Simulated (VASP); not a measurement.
Input of a VASP 6.6.1 run:

The input INCAR:

```
SYSTEM = LiF
PREC = Accurate
ENCUT = 520
EDIFF = 1E-6
ISMEAR = 0
SIGMA = 0.05
LREAL = .False.
LASPH = .True.
NELM = 100
ALGO = Normal
ISIF = 2
LWAVE = .False.
LCHARG = .True.
GGA = PE
LELF = .True.
LVHAR = .True.
NBANDS = 12
```

KPOINTS

```
regular mesh
0
Gamma
  10 10 10
  0 0 0
```

File POSCAR:

```
LiF
1.0
    0.0000000000      1.9636500000      2.0140000000
    2.0140000000      0.0000000000      2.0140000000
    2.0140000000      1.9636500000      0.0000000000
Li F
1 1
Direct
    0.0000000000      0.0000000000      0.0000000000
    0.5000000000      0.5000000000      0.5000000000
```

Potentials or basis: VASP PAW PBE potentials, release 64 (Li_sv, F).

Run with:

```console
$ cat potpaw_PBE.64/Li_sv/POTCAR potpaw_PBE.64/F/POTCAR > POTCAR
$ mpirun -np 1 vasp_std > vasp.out
```

Q: Estimate the band gap on the k mesh.

A: 9.30 eV, direct.

Caveat: the cell differs from its parent crystal (strain -0.0250 x Voigt [0, 1, 0, 0, 0, 0]). A k mesh can miss the band edges.
